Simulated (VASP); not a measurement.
Set up this calculation in VASP 6.6.1, as the native input.

```yaml
Task: single point
Functional: PBE
Potentials_or_basis: VASP PAW PBE potentials, release 64 (W_sv)
Cutoff: 520 eV
k_mesh: 13 × 13 × 13
Occupations: fermi-dirac, width 0.1 eV
Spin: no spin polarisation
Dipole_correction: no
Further_INCAR_settings: ALGO = Normal; EDIFF = 1e-06; NBANDS = 21
```

The structure of W lies in POSCAR:

```
W
1.0
    3.1834481830      0.0000000000      0.0000000000
    0.0000000000      3.1834481830      0.0000000000
    0.0000000000      0.0000000000      3.1834481830
W
2
Direct
    0.0000000000      0.0000000000      0.0000000000
    0.5000000000      0.5000000000      0.5000000000
```

The input as run:

INCAR

```
ALGO     = Normal         # electronic algorithm
EDIFF    = 1E-6           # SCF threshold, eV
ENCUT    = 520            # plane-wave cutoff, eV
GGA      = PE             # functional
ISIF     = 2              # what is computed and relaxed
ISMEAR   = -1             # smearing method
LASPH    = True           # aspherical terms in the spheres
LCHARG   = True           # write CHGCAR
LELF     = True           # ELF
LREAL    = False          # projectors in reciprocal space
LVHAR    = True         
LWAVE    = False          # write WAVECAR
NBANDS   = 21             # bands
NELM     = 100            # most SCF steps
PREC     = Accurate       # precision mode
SIGMA    = 0.1            # smearing width, eV
```

KPOINTS

```
k-points
0
Gamma
  13 13 13
```

Potentials or basis: VASP PAW PBE potentials, release 64 (W_sv).

Launch:

```sh
$ cat potpaw_PBE.64/W_sv/POTCAR > POTCAR
$ mpirun -np 1 vasp_std > vasp.out
```

Results of the run:

* Pressure: 0.5 GPa
* Band gap on the k mesh: zero (bands 14 and 15 overlap by 0.83 eV)

Caveat: spin-orbit coupling is left out, which moves the levels of the heavy elements.

Wall time 64 s on 1 thread of AMD EPYC 7R13, with other jobs on the host, peak memory 0.14 GiB.
